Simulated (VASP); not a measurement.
Input of a VASP 6.6.1 run:

File INCAR:

```
ALGO     = Fast           # electronic algorithm
EDIFF    = 1E-7           # SCF threshold, eV
ENCUT    = 520            # plane-wave cutoff, eV
GGA      = PS             # functional
ISIF     = 2              # what is computed and relaxed
ISMEAR   = 0              # smearing method
LASPH    = T              # aspherical terms in the spheres
LCHARG   = F              # write CHGCAR
LREAL    = F              # projectors in reciprocal space
LWAVE    = F              # write WAVECAR
NBANDS   = 21             # bands
NELM     = 60             # most SCF steps
PREC     = Accurate       # precision mode
SIGMA    = 0.15           # smearing width, eV
```

The input KPOINTS:

```
k-points
0
Gamma
  14 14 14
```

Contents of POSCAR:

```
Sn
1.0
    0.0000000000      3.4262734383      2.9123324225
    3.4262734383      0.0000000000      2.9123324225
    3.4262734383      3.4262734383      0.0000000000
Sn
2
Direct
    0.5000000000      0.5000000000      0.5000000000
    0.7500000000      0.7500000000      0.7500000000
```

Potentials or basis: VASP PAW PBE potentials, release 64 (Sn_d).

The run is started by

```bash
$ cat potpaw_PBE.64/Sn_d/POTCAR > POTCAR
$ mpirun -np 1 vasp_std > vasp.out
```

(1) Predict the pressure.

(2) What does it give for the band gap on the k mesh?

Results:

(1) 0.6 GPa.

(2) zero (bands 14 and 15 overlap by 0.67 eV).

Caveat: the PAW data sets were made with another functional, which shifts forces and pressure a little; spin-orbit coupling is left out, which moves the levels of the heavy elements.
